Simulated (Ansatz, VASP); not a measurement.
**CuI: VASP beside Ansatz**

POSCAR

```
CuI
1.0
    0.0000000000      3.0120290156      3.0120290156
    3.0120290156      0.0000000000      3.0120290156
    3.0120290156      3.0120290156      0.0000000000
Cu I
1 1
Direct
    0.0000000000      0.0000000000      0.0000000000
    0.2500000000      0.2500000000      0.2500000000
```

The input INCAR.step1:

```
SYSTEM = CuI
PREC     = Accurate       ! precision mode
ENCUT    = 520            ! plane-wave cutoff, eV
EDIFF    = 1E-5           ! SCF threshold, eV
ISMEAR   = 0              ! smearing method
SIGMA    = 0.01           ! smearing width, eV
LREAL    = .False.        ! projectors in reciprocal space
LASPH    = .True.         ! aspherical terms in the spheres
NELM     = 100            ! most SCF steps
ALGO     = Normal         ! electronic algorithm
ISIF     = 2              ! what is computed and relaxed
LWAVE    = .True.         ! write WAVECAR
NBANDS   = 16             ! bands
GGA      = PE             ! functional
```

INCAR.step2

```
SYSTEM = CuI
PREC     = Accurate       ! precision mode
ENCUT    = 520            ! plane-wave cutoff, eV
EDIFF    = 1E-7           ! SCF threshold, eV
ISMEAR   = 0              ! smearing method
SIGMA    = 0.01           ! smearing width, eV
LREAL    = .False.        ! projectors in reciprocal space
LASPH    = .True.         ! aspherical terms in the spheres
NELM     = 100            ! most SCF steps
ALGO     = Normal         ! electronic algorithm
ISIF     = 2              ! what is computed and relaxed
LWAVE    = .False.        ! write WAVECAR
LCHARG   = .True.         ! write CHGCAR
GGA      = PE             ! functional
LHFCALC  = .True.         ! exact exchange
AEXX     = 0.5            ! exact-exchange fraction
PRECFOCK = Normal       
LELF     = .True.         ! ELF
LVHAR    = .True.       
NBANDS   = 16             ! bands
ISTART   = 1
```

The input KPOINTS:

```
Automatic mesh
0
Gamma
  4 4 4
  0 0 0
```

Input for Ansatz:

```yaml
crystal:
  lattice:
    - [0.0, 3.0120290156, 3.0120290156]
    - [3.0120290156, 0.0, 3.0120290156]
    - [3.0120290156, 3.0120290156, 0.0]
  atoms:
    - { symbol: Cu, position: [0.0, 0.0, 0.0] }
    - { symbol: I, position: [0.25, 0.25, 0.25] }
kpoints:
  mp_grid: { grid: [4, 4, 4] }
hamiltonian:
  xc: { exchange: pbe, correlation: pbe, exx: { coeff: 0.5 } }
scf:
  occupations: { method: fixed }
  n_extra_bands: 4
output:
  forces: true
  stress: true
  eigenvalues: true
```

Alike in both runs: task single point; functional PBE-based global hybrid with a share of 0.5 of exact exchange; k mesh 4 × 4 × 4; no spin polarisation.

|  | VASP | Ansatz |
| --- | --- | --- |
| version | VASP 6.6.1 | Ansatz 0.2.0 |
| potentials or method | VASP PAW PBE potentials, release 64 (Cu, I) | plane waves |
| plane-wave cutoff (eV) | 520 | 420 |
| occupations | gaussian, width 0.01 eV | fixed |
| valence electrons in the cell | 18 | 36 |

|  | VASP | Ansatz | Ansatz less VASP |
| --- | --- | --- | --- |
| gap on the k mesh at the Fermi level (eV) | 5.52 | 5.57 | +0.054 |
| pressure (GPa) | 1.3 | 1.8 | +0.52 |

VASP's potentials were made for PBE, not for PBE-based global hybrid. VASP's potentials hold 18 valence electrons a cell and Ansatz's 36, so a difference there can come from the potentials and not from the codes. Ansatz's warnings: stress exchange threshold loose, stress scf threshold loose.

The k mesh is coarse, so the values compare programs but aren't converged. Spin-orbit coupling is off throughout.
